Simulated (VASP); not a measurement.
# Ti (Fm-3m) in VASP: a series of runs, part 2 of 3

VASP 6.6.1. The steps go on from the part before.

## 3. Electric field gradients, r2SCAN

File POSCAR:

```
Ti
1.0
    0.0000000000      2.0300000000      2.0300000000
    2.0300000000      0.0000000000      2.0300000000
    2.0300000000      2.0300000000      0.0000000000
Ti
1
Direct
    0.0000000000      0.0000000000      0.0000000000
```

File INCAR.step1:

```
SYSTEM = Ti
PREC = Accurate
ENCUT = 520
ISMEAR = -1
SIGMA = 0.05
LREAL = .FALSE.
LASPH = .TRUE.
NELM = 100
NBANDS = 12
GGA = PE
ALGO = Normal
EDIFF = 1E-4
LWAVE = .TRUE.
LCHARG = .FALSE.
```

File INCAR.step2:

```
SYSTEM = Ti
PREC = Accurate
ENCUT = 520
EDIFF = 1E-8
ISMEAR = -1
SIGMA = 0.05
LREAL = .FALSE.
LASPH = .TRUE.
NELM = 100
ALGO = Normal
ISIF = 2
LWAVE = .FALSE.
LCHARG = .FALSE.
METAGGA = R2SCAN
LMIXTAU = .TRUE.
LEFG = .TRUE.
NBANDS = 12
ISTART = 1
```

File KPOINTS:

```
regular mesh
0
G
  15 15 15
  0 0 0
```

Potentials or basis: VASP PAW PBE potentials, release 64 (Ti_sv).

Launch:

```bash
$ cat potpaw_PBE.64/Ti_sv/POTCAR > POTCAR
$ cp INCAR.step1 INCAR
$ mpirun -np 1 vasp_std > vasp.out
$ cp INCAR.step2 INCAR
$ mpirun -np 1 vasp_std > vasp.out
```

OUTCAR:

```text
SYSTEM = Ti
   PREC = Accurate
   ENCUT = 520
   EDIFF = 1E-8
   ISMEAR = -1
   LREAL = .FALSE.
   LASPH = .TRUE.
   NELM = 100
   ISIF = 2
   METAGGA = R2SCAN
   ISTART = 1

 ion  position               nearest neighbor table
   1  0.000  0.000  0.000-

  LATTYP: Found a face centered cubic cell.
 ALAT       =     4.0600000000

  Lattice vectors:

 A1 = (   0.0000000000,   2.0300000000,   2.0300000000)
 A2 = (   2.0300000000,   0.0000000000,   2.0300000000)
 A3 = (   2.0300000000,   2.0300000000,   0.0000000000)

Analysis of symmetry for initial positions (statically):
=====================================================================
 Subroutine PRICEL returns:
 Original cell was already a primitive cell.

 Routine SETGRP: Setting up the symmetry group for a
 face centered cubic supercell.

 Subroutine GETGRP returns: Found 48 space group operations
 (whereof 48 operations were pure point group operations)
 out of a pool of 48 trial point group operations.

The static configuration has the point symmetry O_h .

Analysis of symmetry for dynamics (positions and initial velocities):
=====================================================================
 Subroutine PRICEL returns:
 Original cell was already a primitive cell.

 Routine SETGRP: Setting up the symmetry group for a
 face centered cubic supercell.

 Subroutine GETGRP returns: Found 48 space group operations
 (whereof 48 operations were pure point group operations)
 out of a pool of 48 trial point group operations.

The dynamic configuration has the point symmetry O_h .

 Subroutine INISYM returns: Found 48 space group operations
 (whereof 48 operations are pure point group operations),
 and found     1 'primitive' translations

----------------------------------------------------------------------------------------

                                     Primitive cell

  volume of cell :      16.7309

  direct lattice vectors                    reciprocal lattice vectors
     0.000000000  2.030000000  2.030000000    -0.246305419  0.246305419  0.246305419
     2.030000000  0.000000000  2.030000000     0.246305419 -0.246305419  0.246305419
     2.030000000  2.030000000  0.000000000     0.246305419  0.246305419 -0.246305419

  length of vectors
     2.870853532  2.870853532  2.870853532     0.426613499  0.426613499  0.426613499

  position of ions in fractional coordinates (direct lattice)
     0.000000000  0.000000000  0.000000000

  ion indices of the primitive-cell ions
   primitive index   ion index
                 1           1

----------------------------------------------------------------------------------------

 KPOINTS: regular mesh

Automatic generation of k-mesh.
 Grid dimensions read from file:
 generate k-points for:   15   15   15

 Generating k-lattice:

  Cartesian coordinates                     Fractional coordinates (reciprocal lattice)
    -0.016420361  0.016420361  0.016420361     0.066666667  0.000000000  0.000000000
     0.016420361 -0.016420361  0.016420361     0.000000000  0.066666667  0.000000000
     0.016420361  0.016420361 -0.016420361     0.000000000  0.000000000  0.066666667
[... 67 lines left out ...]
   PSTRESS=    0.0 pullay stress
   NELECT =      12.0000    total number of electrons
   NUPDOWN=      -1.0000    fix difference up-down
   EMIN   =  10.00;   EMAX   =-10.00  energy-range for DOS
   EFERMI =   0.00;   METHOD = LEGACY
   ISMEAR =    -1;   SIGMA  =   0.05  broadening in eV -4-tet -1-fermi 0-gaus
   EFERMI_NEDOS =   21; number of points for ismear=-14 and -15
   IALGO  =     38    algorithm
   IMIX   =      4    mixing-type and parameters
     AMIX     =   0.40;   BMIX     =  1.00
     AMIX_MAG =   1.60;   BMIX_MAG =  1.00
  volume/ion in A,a.u.               =      16.73       112.91
  Fermi-wavevector in a.u.,A,eV,Ry     =   1.465421  2.769245 29.217967  2.147460
  Thomas-Fermi vector in A             =   2.581280
   LORBIT       =      0    0 simple, 1 ext, 2 COOP (PROOUT), +10 PAW based schemes
   METAGGA = R2SCAN    functional components
   LHFCALC =     F    Hartree Fock is set to
   AEXX    =    0.0000 exact exchange contribution
   IVDW    =     0    specifies the selected vdW correction
   LEPSILON=     F    determine dielectric tensor
   LRPA    =     F    only Hartree local field effects (RPA)
 non-spin polarized calculation
  energy-cutoff  :      520.00
  volume of cell :       16.73
 maximum number of plane-waves:       463
 NGX is ok and might be reduce to    24
   NGX = 11   NGY = 11   NGZ = 11

 number of electron      12.0000002 magnetization

 Free energy of the ion-electron system (eV)
  ---------------------------------------------------
  ext. energy  EPLUGINS =         0.00000000
  ---------------------------------------------------
  free energy    TOTEN  =       -12.87616990 eV

  energy without entropy =      -12.86475785  energy(sigma->0) =      -12.87046387

 E-fermi :   8.6410     XC(G=0): -12.6051

 val. band max:        8.5983083704   @ k =   0.3333   0.0000   0.0000
 cond. band min:       8.6621627200   @ k =   0.2667   0.0667   0.0000
 fundamental gap:      0.0638543496
 Fermi energy:         8.6410017469

 k-point     1 :       0.0000    0.0000    0.0000
  band No.  band energies     occupation
      1     -50.3372      2.00000
      2     -25.0952      2.00000
      3     -25.0951      2.00000
      4     -25.0951      2.00000
      5       2.0873      2.00000
      6       9.6662      0.00000
      7       9.6662      0.00000
      8       9.6662      0.00000
      9      11.5556      0.00000
     10      11.5556      0.00000
     11      24.6228      0.00000
     12      29.7069      0.00000
[... 331 lines left out ...]
 k-point    24 :       0.2000    0.1333    0.0000
  band No.  band energies     occupation
      1     -50.2847      2.00000
      2     -25.3203      2.00000
      3     -25.1637      2.00000
      4     -25.1575      2.00000
      5       3.3927      2.00000
      6       8.7723      0.13496
      7      10.1505      0.00000
      8      10.2136      0.00000
      9      10.8142      0.00000
     10      11.8190      0.00000
     11      25.2687      0.00000
     12      26.0504      0.00000

 [... further k-points ...]
[... 5 lines left out ...]
  --------------------------------------------------------------------------------------
  -------------------------------------------------------------------------------------
  Total        0.5028331      0.5028331      0.5028331      0.0000000     -0.0000000      0.0000000
  in kB       48.1522250     48.1522250     48.1522250      0.0000000     -0.0000000      0.0000000
  external PRESSURE =      48.1522250 kB  Pullay stress =       0.0000000 kB

 VOLUME and BASIS-vectors are now :
 -----------------------------------------------------------------------------
  energy-cutoff  :      520.00
  volume of cell :       16.73
      direct lattice vectors                 reciprocal lattice vectors
     0.000000000  2.030000000  2.030000000    -0.246305419  0.246305419  0.246305419
     2.030000000  0.000000000  2.030000000     0.246305419 -0.246305419  0.246305419
     2.030000000  2.030000000  0.000000000     0.246305419  0.246305419 -0.246305419

 POSITION                                       TOTAL-FORCE (eV/Angst)
 -----------------------------------------------------------------------------------
      0.00000      0.00000      0.00000         0.000000     -0.000000     -0.000000
 -----------------------------------------------------------------------------------
    total drift:                               -0.000000     -0.000000     -0.000000

  FREE ENERGIE OF THE ION-ELECTRON SYSTEM (eV)
  ---------------------------------------------------
  free  energy   TOTEN  =       -12.8761699009 eV

  energy  without entropy=      -12.8647578489  energy(sigma->0) =      -12.87046387

 Electric field gradients (V/A^2)
---------------------------------------------------------------------
 ion       V_xx      V_yy      V_zz      V_xy      V_xz      V_yz
---------------------------------------------------------------------
   1      -0.000    -0.000    -0.000    -0.001    -0.001    -0.001
---------------------------------------------------------------------

 Electric field gradients after diagonalization (V/A^2)
 (convention: |V_zz| > |V_xx| > |V_yy|)
----------------------------------------------------------------------
 ion       V_xx      V_yy      V_zz     asymmetry (V_yy - V_xx)/ V_zz
----------------------------------------------------------------------
   1       0.001     0.001    -0.001       0.000
----------------------------------------------------------------------

           NMR quadrupolar parameters

 Cq : quadrupolar parameter    Cq=e*Q*V_zz/h
 eta: asymmetry parameters     (V_yy - V_xx)/ V_zz
 Q  : nuclear electric quadrupole moment in mb (millibarn)
----------------------------------------------------------------------
 ion       Cq(MHz)       eta       Q (mb)
----------------------------------------------------------------------
   1      -0.000       0.000       1.000
----------------------------------------------------------------------
```

OUTCAR.step1:

```text
SYSTEM = Ti
   PREC = Accurate
   ENCUT = 520
   ISMEAR = -1
   LREAL = .FALSE.
   LASPH = .TRUE.
[... 577 lines left out ...]
 -----------------------------------------------------------------------------------
      0.00000      0.00000      0.00000        -0.000000     -0.000000     -0.000000
 -----------------------------------------------------------------------------------
    total drift:                               -0.000000     -0.000000      0.000000

  FREE ENERGIE OF THE ION-ELECTRON SYSTEM (eV)
  ---------------------------------------------------
  free  energy   TOTEN  =        -7.7772873485 eV

  energy  without entropy=       -7.7636295486  energy(sigma->0) =       -7.77045845
```

Wall time 3.1 min (1 thread of AMD EPYC 7R43 (Zen 3), shared host); peak memory 0.13 GiB.

Results:

```
Free energy            : -12.8762 eV
Pressure               : 4.8 GPa
Band gap on the k mesh : zero (band 6 reaches 9.67 eV, above the bottom of band 7 at 8.34 eV)
```

Caveat: without QUAD_EFG the Cq values of the log hold for a quadrupole moment of 1 mb, not for the nuclei; the PAW data sets were made with another functional, which shifts forces and pressure a little.

## 4. Electric field gradients, PBE (volume scaled by 0.9405)

File INCAR:

```
  PREC = Accurate
  ENCUT = 520
  EDIFF = 1E-8
  ISMEAR = -1
  SIGMA = 0.05
  LREAL = False
  LASPH = True
  NELM = 80
  ALGO = Normal
  ISIF = 2
  LWAVE = False
  LCHARG = False
  GGA = PE
  LEFG = True
  NBANDS = 12
```

File KPOINTS:

```
Automatic mesh
0
Gamma
  15 15 15
```

File POSCAR:

```
Ti
1.0
    0.0000000000      1.9889123197      1.9889123197
    1.9889123197      0.0000000000      1.9889123197
    1.9889123197      1.9889123197      0.0000000000
Ti
1
Direct
    0.0000000000      0.0000000000      0.0000000000
```

Potentials or basis: VASP PAW PBE potentials, release 64 (Ti_sv).

Launch:

```bash
$ cat potpaw_PBE.64/Ti_sv/POTCAR > POTCAR
$ mpirun -np 1 vasp_std > vasp.out
```

OUTCAR:

```text
PREC = Accurate
   ENCUT = 520
   EDIFF = 1E-8
   ISMEAR = -1
   LREAL = False
   LASPH = True
   NELM = 80
   ISIF = 2
   GGA = PE

 ion  position               nearest neighbor table
   1  0.000  0.000  0.000-

  LATTYP: Found a face centered cubic cell.
 ALAT       =     3.9778246394

  Lattice vectors:

 A1 = (   0.0000000000,   1.9889123197,   1.9889123197)
 A2 = (   1.9889123197,   0.0000000000,   1.9889123197)
 A3 = (   1.9889123197,   1.9889123197,   0.0000000000)

Analysis of symmetry for initial positions (statically):
=====================================================================
 Subroutine PRICEL returns:
 Original cell was already a primitive cell.

 Routine SETGRP: Setting up the symmetry group for a
 face centered cubic supercell.

 Subroutine GETGRP returns: Found 48 space group operations
 (whereof 48 operations were pure point group operations)
 out of a pool of 48 trial point group operations.

The static configuration has the point symmetry O_h .

Analysis of symmetry for dynamics (positions and initial velocities):
=====================================================================
 Subroutine PRICEL returns:
 Original cell was already a primitive cell.

 Routine SETGRP: Setting up the symmetry group for a
 face centered cubic supercell.

 Subroutine GETGRP returns: Found 48 space group operations
 (whereof 48 operations were pure point group operations)
 out of a pool of 48 trial point group operations.

The dynamic configuration has the point symmetry O_h .

 Subroutine INISYM returns: Found 48 space group operations
[... 152 lines left out ...]
      1     -47.2418      2.00000
      2     -22.9672      2.00000
      3     -22.9672      2.00000
      4     -22.9672      2.00000
      5       2.9942      2.00000
      6      10.2416      0.00000
      7      10.2416      0.00000
      8      10.2416      0.00000
      9      12.1064      0.00000
     10      12.1064      0.00000
     11      25.1092      0.00000
     12      30.0802      0.00000
[... 331 lines left out ...]
 k-point    24 :       0.2000    0.1333    0.0000
  band No.  band energies     occupation
      1     -47.1782      2.00000
      2     -23.2304      2.00000
      3     -23.0475      2.00000
      4     -23.0402      2.00000
      5       4.3199      2.00000
      6       9.3424      0.77532
      7      10.7382      0.00000
      8      10.8175      0.00000
      9      11.3605      0.00000
     10      12.3898      0.00000
     11      25.9741      0.00000
     12      26.6016      0.00000

 [... further k-points ...]
[... 5 lines left out ...]
  --------------------------------------------------------------------------------------
  -------------------------------------------------------------------------------------
  Total        1.2130091      1.2130091      1.2130091      0.0000000      0.0000000      0.0000000
  in kB      123.5087519    123.5087519    123.5087519      0.0000000      0.0000000      0.0000000
  external PRESSURE =     123.5087519 kB  Pullay stress =       0.0000000 kB

 VOLUME and BASIS-vectors are now :
 -----------------------------------------------------------------------------
  energy-cutoff  :      520.00
  volume of cell :       15.74
      direct lattice vectors                 reciprocal lattice vectors
     0.000000000  1.988912320  1.988912320    -0.251393686  0.251393686  0.251393686
     1.988912320  0.000000000  1.988912320     0.251393686 -0.251393686  0.251393686
     1.988912320  1.988912320  0.000000000     0.251393686  0.251393686 -0.251393686

 POSITION                                       TOTAL-FORCE (eV/Angst)
 -----------------------------------------------------------------------------------
      0.00000      0.00000      0.00000         0.000000      0.000000     -0.000000
 -----------------------------------------------------------------------------------
    total drift:                                0.000000      0.000000     -0.000000

  FREE ENERGIE OF THE ION-ELECTRON SYSTEM (eV)
  ---------------------------------------------------
  free  energy   TOTEN  =        -7.7266322540 eV

  energy  without entropy=       -7.7134235601  energy(sigma->0) =       -7.72002791

 Electric field gradients (V/A^2)
---------------------------------------------------------------------
 ion       V_xx      V_yy      V_zz      V_xy      V_xz      V_yz
---------------------------------------------------------------------
   1      -0.000    -0.000     0.000    -0.001    -0.001    -0.001
---------------------------------------------------------------------

 Electric field gradients after diagonalization (V/A^2)
 (convention: |V_zz| > |V_xx| > |V_yy|)
----------------------------------------------------------------------
 ion       V_xx      V_yy      V_zz     asymmetry (V_yy - V_xx)/ V_zz
----------------------------------------------------------------------
   1       0.001     0.001    -0.001       0.000
----------------------------------------------------------------------

           NMR quadrupolar parameters

 Cq : quadrupolar parameter    Cq=e*Q*V_zz/h
 eta: asymmetry parameters     (V_yy - V_xx)/ V_zz
 Q  : nuclear electric quadrupole moment in mb (millibarn)
----------------------------------------------------------------------
 ion       Cq(MHz)       eta       Q (mb)
----------------------------------------------------------------------
   1      -0.000       0.000       1.000
----------------------------------------------------------------------
```

It took 13 s on 1 thread of Intel Xeon 6975P-C, shared host; peak memory 0.15 GiB.

Results:

* Free energy: -7.7266 eV
* Pressure: 12.4 GPa
* Band gap on the k mesh: zero (band 6 reaches 10.24 eV, above the bottom of band 7 at 8.98 eV)

Levels at points of the mesh, in eV from the Fermi level:
```csv
k point,band 4,band 5,band 6,band 7,band 8,band 9
"(0.00, 0.00, 0.00)",-32.29,-6.33,0.92,0.92,0.92,2.79
```

Caveat: without QUAD_EFG the Cq values of the log hold for a quadrupole moment of 1 mb, not for the nuclei.

[end of part 2 of 3]
